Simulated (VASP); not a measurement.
# Cu in VASP: a series of runs, part 2 of 2

VASP 6.6.1. The steps go on from the part before.

### 3 Single point, r2SCAN

This run uses another cell than the first one: it holds 8 atoms, not 1.

File POSCAR:

```
Cu
1.0
   -3.5766622310     -3.5766622310      0.0000000000
   -3.5766622310      0.0000000000     -3.5766622310
    0.0000000000     -3.5766622310     -3.5766622310
Cu
8
Direct
    0.5000000000      0.5000000000      0.5000000000
    0.0000000000      0.5000000000      0.5000000000
    0.5000000000      0.0000000000      0.5000000000
    0.0000000000      0.0000000000      0.5000000000
    0.5000000000      0.5000000000      0.0000000000
    0.0000000000      0.5000000000      0.0000000000
    0.5000000000      0.0000000000      0.0000000000
    0.0000000000      0.0000000000      0.0000000000
```

File INCAR.step1:

```
ALGO = Normal
EDIFF = 1E-4
ENCUT = 520
GGA = PE
ISMEAR = 0
LASPH = T
LCHARG = F
LREAL = F
LWAVE = T
NBANDS = 54
NELM = 100
PREC = Accurate
SIGMA = 0.1
```

File INCAR.step2:

```
ALGO = Normal
EDIFF = 1E-6
ENCUT = 520
ISIF = 2
ISMEAR = 0
ISTART = 1
LASPH = T
LCHARG = T
LELF = T
LMIXTAU = T
LREAL = F
LVHAR = T
LWAVE = F
METAGGA = R2SCAN
NBANDS = 54
NELM = 100
PREC = Accurate
SIGMA = 0.1
```

File KPOINTS:

```
k-points
0
Gamma
  6 6 6
```

Potentials or basis: VASP PAW PBE potentials, release 64 (Cu).

Run with:

```bash
$ cat potpaw_PBE.64/Cu/POTCAR > POTCAR
$ cp INCAR.step1 INCAR
$ mpirun -np 1 vasp_std > vasp.out
$ cp INCAR.step2 INCAR
$ mpirun -np 1 vasp_std > vasp.out
```

OUTCAR:

```text
EDIFF = 1E-6
   ENCUT = 520
   ISIF = 2
   ISMEAR = 0
   ISTART = 1
   LASPH = T
   LREAL = F
   METAGGA = R2SCAN
   NELM = 100
   PREC = Accurate

 ion  position               nearest neighbor table
   1  0.500  0.500  0.500-   2 2.53   3 2.53   5 2.53   5 2.53   6 2.53   7 2.53   3 2.53   4 2.53
                             7 2.53   2 2.53   4 2.53   6 2.53
   2  0.000  0.500  0.500-   1 2.53   4 2.53   6 2.53   5 2.53   6 2.53   8 2.53   3 2.53   4 2.53
                             8 2.53   1 2.53   3 2.53   5 2.53
   3  0.500  0.000  0.500-   1 2.53   4 2.53   7 2.53   5 2.53   7 2.53   8 2.53   1 2.53   2 2.53
                             5 2.53   2 2.53   4 2.53   8 2.53
   4  0.000  0.000  0.500-   2 2.53   3 2.53   8 2.53   6 2.53   7 2.53   8 2.53   1 2.53   2 2.53
                             6 2.53   1 2.53   3 2.53   7 2.53
   5  0.500  0.500  0.000-   1 2.53   6 2.53   7 2.53   1 2.53   2 2.53   3 2.53   3 2.53   7 2.53
                             8 2.53   2 2.53   6 2.53   8 2.53
   6  0.000  0.500  0.000-   2 2.53   5 2.53   8 2.53   1 2.53   2 2.53   4 2.53   4 2.53   7 2.53
                             8 2.53   1 2.53   5 2.53   7 2.53
   7  0.500  0.000  0.000-   3 2.53   5 2.53   8 2.53   1 2.53   3 2.53   4 2.53   1 2.53   5 2.53
                             6 2.53   4 2.53   6 2.53   8 2.53
   8  0.000  0.000  0.000-   4 2.53   6 2.53   7 2.53   2 2.53   3 2.53   4 2.53   2 2.53   5 2.53
                             6 2.53   3 2.53   5 2.53   7 2.53
[... 6 lines left out ...]
 A1 = (  -3.5766622310,  -3.5766622310,   0.0000000000)
 A2 = (  -3.5766622310,   0.0000000000,  -3.5766622310)
 A3 = (   0.0000000000,  -3.5766622310,  -3.5766622310)

Analysis of symmetry for initial positions (statically):
=====================================================================
 Subroutine PRICEL returns following result:

  LATTYP: Found a face centered cubic cell.
 ALAT       =     3.5766622310

  Lattice vectors:

 A1 = (  -1.7883311155,  -1.7883311155,   0.0000000000)
 A2 = (  -1.7883311155,   0.0000000000,  -1.7883311155)
 A3 = (   0.0000000000,  -1.7883311155,  -1.7883311155)

   8 primitive cells build up your supercell.

 Routine SETGRP: Setting up the symmetry group for a
 face centered cubic supercell.

 Subroutine GETGRP returns: Found 48 space group operations
[... 145 lines left out ...]
   LEPSILON=     F    determine dielectric tensor
   LRPA    =     F    only Hartree local field effects (RPA)
 non-spin polarized calculation
 Gauss-broadening in eV      SIGMA  =   0.10
  energy-cutoff  :      520.00
  volume of cell :       91.51
 maximum number of plane-waves:      2488
 NGX is ok and might be reduce to    40

 number of electron      88.0000097 magnetization

 Free energy of the ion-electron system (eV)
  ---------------------------------------------------
  ext. energy  EPLUGINS =         0.00000000
  ---------------------------------------------------
  free energy    TOTEN  =       -86.59123036 eV

  energy without entropy =      -86.58164979  energy(sigma->0) =      -86.58644007

 E-fermi :   7.7127     XC(G=0): -13.9630

 val. band max:        7.6829857913   @ k =   0.1667   0.1667   0.0000
 cond. band min:       7.7231227192   @ k =  -0.3333   0.3333   0.0000
 fundamental gap:      0.0401369278
 Fermi energy:         7.7127187700

 k-point     1 :       0.0000    0.0000    0.0000
  band No.  band energies     occupation
      1      -2.1280      2.00000
      2       2.3728      2.00000
      3       2.3729      2.00000
      4       2.3729      2.00000
      5       2.3729      2.00000
      6       2.5355      2.00000
[... 901 lines left out ...]
     53      17.2765      0.00000
     54      17.2765      0.00000

------------------------ aborting loop because EDIFF is reached ----------------------------------------

  FORCE on cell =-STRESS in cart. coord.  units (eV):
  Direction    XX          YY          ZZ          XY          YZ          ZX
  --------------------------------------------------------------------------------------
  -------------------------------------------------------------------------------------
  Total        0.3309249      0.3309249      0.3309249      0.0000000      0.0000000      0.0000000
  in kB        5.7939709      5.7939709      5.7939709      0.0000000      0.0000000      0.0000000
  external PRESSURE =       5.7939709 kB  Pullay stress =       0.0000000 kB

 VOLUME and BASIS-vectors are now :
 -----------------------------------------------------------------------------
  energy-cutoff  :      520.00
  volume of cell :       91.51
      direct lattice vectors                 reciprocal lattice vectors
    -3.576662231 -3.576662231  0.000000000    -0.139795141 -0.139795141  0.139795141
    -3.576662231  0.000000000 -3.576662231    -0.139795141  0.139795141 -0.139795141
     0.000000000 -3.576662231 -3.576662231     0.139795141 -0.139795141 -0.139795141

 POSITION                                       TOTAL-FORCE (eV/Angst)
 -----------------------------------------------------------------------------------
     -3.57666     -3.57666     -3.57666         0.000000      0.000000     -0.000000
     -1.78833     -1.78833     -3.57666         0.000000     -0.000000     -0.000000
     -1.78833     -3.57666     -1.78833        -0.000000     -0.000000      0.000000
      0.00000     -1.78833     -1.78833         0.000000      0.000000     -0.000000
     -3.57666     -1.78833     -1.78833         0.000000      0.000000     -0.000000
     -1.78833      0.00000     -1.78833         0.000000     -0.000000      0.000000
     -1.78833     -1.78833      0.00000        -0.000000     -0.000000      0.000000
      0.00000      0.00000      0.00000        -0.000000      0.000000      0.000000
 -----------------------------------------------------------------------------------
    total drift:                               -0.000000      0.000000     -0.000000

  FREE ENERGIE OF THE ION-ELECTRON SYSTEM (eV)
  ---------------------------------------------------
  free  energy   TOTEN  =       -86.5912303641 eV

  energy  without entropy=      -86.5816497858  energy(sigma->0) =      -86.58644007
```

OUTCAR.step1:

```text
EDIFF = 1E-4
   ENCUT = 520
   GGA = PE
   ISMEAR = 0
[... 1160 lines left out ...]
     -3.57666     -1.78833     -1.78833        -0.000000     -0.000000      0.000000
     -1.78833      0.00000     -1.78833        -0.000000      0.000000     -0.000000
     -1.78833     -1.78833      0.00000        -0.000000      0.000000     -0.000000
      0.00000      0.00000      0.00000        -0.000000     -0.000000      0.000000
 -----------------------------------------------------------------------------------
    total drift:                               -0.000000      0.000000     -0.000000

  FREE ENERGIE OF THE ION-ELECTRON SYSTEM (eV)
  ---------------------------------------------------
  free  energy   TOTEN  =       -29.6995010522 eV

  energy  without entropy=      -29.6896421825  energy(sigma->0) =      -29.69457162
```

OSZICAR.step1:

```text
N       E                     dE             d eps       ncg     rms          rms(c)
DAV:   1     0.821917148420E+03    0.82192E+03   -0.37444E+04  1760   0.295E+03
DAV:   2     0.837452969582E+02   -0.73817E+03   -0.71773E+03  1728   0.519E+02
DAV:   3    -0.318688699040E+02   -0.11561E+03   -0.10861E+03  1740   0.249E+02
DAV:   4    -0.369284223723E+02   -0.50596E+01   -0.50067E+01  1904   0.735E+01
DAV:   5    -0.370092358598E+02   -0.80813E-01   -0.80789E-01  1974   0.100E+01    0.218E+01
DAV:   6    -0.321999662538E+02    0.48093E+01   -0.69378E+01  1866   0.126E+02    0.102E+01
DAV:   7    -0.297848831672E+02    0.24151E+01   -0.12186E+01  1920   0.524E+01    0.150E+00
DAV:   8    -0.297186551900E+02    0.66228E-01   -0.22484E-01  2014   0.409E+00    0.104E+00
DAV:   9    -0.296993597661E+02    0.19295E-01   -0.40244E-02  1992   0.303E+00    0.866E-02
DAV:  10    -0.296995000667E+02   -0.14030E-03   -0.25077E-03  2110   0.349E-01    0.183E-02
DAV:  11    -0.296995010522E+02   -0.98553E-06   -0.43881E-05  1030   0.568E-02
   1 F= -.29699501E+02 E0= -.29694572E+02  d E =-.985887E-02
```

It used 690 s of CPU time on 1 thread of AMD EPYC 7R13 Processor (Zen 3), with other jobs on the host.

What came out:

```yaml
Free_energy: -86.5912 eV
Pressure: 0.6 GPa
Band_gap_on_the_k_mesh: zero (band 44 reaches 8.80 eV, above the bottom of band 45 at 6.65 eV)
```

Caveat: the PAW data sets were made with another functional, which shifts forces and pressure a little.

### 4 Single point, r2SCAN

This run uses another cell than the first one: it holds 2 atoms, not 1.

File POSCAR:

```
Cu
1.0
    1.7883311166      1.7883311166      0.0000000000
   -1.7883311166      1.7883311166      0.0000000000
    0.0000000000      0.0000000000      3.5766622332
Cu
2
Direct
    0.0000000000      0.0000000000      0.0000000000
    0.5000000000      0.5000000000      0.5000000000
```

File INCAR.step1:

```
  PREC = Accurate
  ENCUT = 520
  ISMEAR = 0
  SIGMA = 0.1
  LREAL = F
  LASPH = T
  NELM = 60
  NBANDS = 18
  GGA = PE
  ALGO = Normal
  EDIFF = 1E-4
  LWAVE = T
  LCHARG = F
```

File INCAR.step2:

```
  PREC = Accurate
  ENCUT = 520
  EDIFF = 1E-6
  ISMEAR = 0
  SIGMA = 0.1
  LREAL = F
  LASPH = T
  NELM = 60
  ALGO = Normal
  ISIF = 2
  LWAVE = F
  LCHARG = T
  METAGGA = R2SCAN
  LMIXTAU = T
  LELF = T
  LVHAR = T
  NBANDS = 18
  ISTART = 1
```

File KPOINTS:

```
regular mesh
0
Gamma
  20 20 14
```

Run with:

```bash
$ cat potpaw_PBE.64/Cu/POTCAR > POTCAR
$ cp INCAR.step1 INCAR
$ mpirun -np 1 vasp_std > vasp.out
$ cp INCAR.step2 INCAR
$ mpirun -np 1 vasp_std > vasp.out
```

Wall time 7.7 min (1 thread of Intel Xeon Platinum 8488C (Sapphire Rapids), shared host); peak memory 0.28 GiB.

It converged, with:

```
Free energy            : -21.6543 eV
Pressure               : 0.6 GPa
Band gap on the k mesh : zero (band 11 reaches 14.40 eV, above the bottom of band 12 at 5.71 eV)
```

Levels at points of the mesh, in eV from the Fermi level:
```csv
k point,band 9,band 10,band 11,band 12,band 13,band 14
"(0.00, 0.00, 0.00)",-1.80,-1.60,-1.60,1.56,7.66,14.02
"(0.50, 0.00, 0.00)",-2.36,-2.36,-0.32,-0.32,10.31,10.31
"(0.50, 0.50, 0.00)",-1.60,-1.60,1.56,1.56,7.66,7.66
"(0.00, 0.00, 0.50)",-2.53,-2.53,-2.09,-2.09,18.28,18.28
"(0.50, 0.00, 0.50)",-1.76,-1.76,-1.14,-1.14,4.14,4.14
"(0.50, 0.50, 0.50)",-1.60,-1.60,6.60,6.60,6.60,6.60
```

Caveat: the PAW data sets were made with another functional, which shifts forces and pressure a little.

### 5 Single point, r2SCAN (biaxial strain in the a-b plane: +2.0 %, then relaxed in part)

File POSCAR:

```
Cu
1.0
    1.8240977389      1.8240977389      0.0000000000
   -1.8240977389      1.8240977389      0.0000000000
    0.0000000000      0.0000000000      3.4724379054
Cu
2
Direct
    0.0000000000      0.0000000000      0.0000000000
    0.5000000000      0.5000000000      0.5000000000
```

File INCAR.step1:

```
ALGO = Normal
EDIFF = 1E-4
ENCUT = 520
GGA = PE
ISMEAR = 0
LASPH = T
LCHARG = F
LREAL = F
LWAVE = T
NBANDS = 18
NELM = 100
PREC = Accurate
SIGMA = 0.1
```

File INCAR.step2:

```
ALGO = Normal
EDIFF = 1E-6
ENCUT = 520
ISIF = 2
ISMEAR = 0
ISTART = 1
LASPH = T
LCHARG = F
LMIXTAU = T
LREAL = F
LWAVE = F
METAGGA = R2SCAN
NBANDS = 18
NELM = 100
PREC = Accurate
SIGMA = 0.1
```

File KPOINTS:

```
k-points
0
Gamma
  20 20 14
```

Run with:

```bash
$ cat potpaw_PBE.64/Cu/POTCAR > POTCAR
$ cp INCAR.step1 INCAR
$ mpirun -np 1 vasp_std > vasp.out
$ cp INCAR.step2 INCAR
$ mpirun -np 1 vasp_std > vasp.out
```

Run time: 8 min. Hardware: 1 thread of Intel Xeon Platinum 8488C (Sapphire Rapids), shared host; peak memory 0.28 GiB.

The run converged. Its results:

- Free energy: -21.6494 eV
- Pressure: -0.9 GPa
- Band gap on the k mesh: zero (band 11 reaches 14.19 eV, above the bottom of band 12 at 5.53 eV)

Stress tensor (GPa, compression positive):
```
-1.62  0.00  0.00
 0.00 -1.62  0.00
 0.00  0.00  0.62
```

Levels at points of the mesh, in eV from the Fermi level:
```
           k point  band 7  band 8  band 9  band 10  band 11  band 12  band 13  band 14  band 15  band 16
(0.00, 0.00, 0.00)   -2.51   -2.27   -1.81    -1.61    -1.61     2.34     8.48    13.11    13.11    17.65
(0.50, 0.00, 0.00)   -2.76   -2.76   -2.41    -2.41    -0.50    -0.50    10.75    10.75    12.31    12.31
(0.50, 0.50, 0.00)   -1.70   -1.70   -1.55    -1.55     1.18     1.18     7.13     7.13    14.34    14.34
(0.00, 0.00, 0.50)   -2.59   -2.59   -2.59    -2.59    -2.16    -2.16    17.64    17.64    17.64    17.64
(0.50, 0.00, 0.50)   -1.83   -1.83   -1.72    -1.72    -1.12    -1.12     4.08     4.08    21.65    21.65
(0.50, 0.50, 0.50)   -2.40   -2.40   -1.70    -1.70     6.50     6.50     6.50     6.50     8.38     8.38
```

Caveat: the cell differs from its parent crystal (biaxial strain in the a-b plane: +2.0 %, then relaxed in part); the PAW data sets were made with another functional, which shifts forces and pressure a little.

### 6 Summary

```tsv
cell	k mesh	cutoff (eV)	gap on the mesh (eV)	pressure (GPa)
a = 2.530 Å, angles 60.0°, 1 atom	8 × 8 × 8	660	none	1.3
a = 5.058 Å, angles 60.0°, 8 atoms	6 × 6 × 6	520	none	0.6
a = 2.529, b = 2.529, c = 3.577 Å, 2 atoms	20 × 20 × 14	520	none	0.6
a = 2.580, b = 2.580, c = 3.472 Å, 2 atoms	20 × 20 × 14	520	none	-0.9
```

Alike in all rows: task single point; level r2SCAN; potentials or basis VASP PAW PBE potentials, release 64 (Cu); no spin polarisation; smearing gaussian 0.1 eV.

Caveats: some runs use coarse meshes; the PAW data sets were made with another functional, which shifts forces and pressure a little.

Total energies depend on the potentials used, so only differences within one code and one set of settings carry meaning.
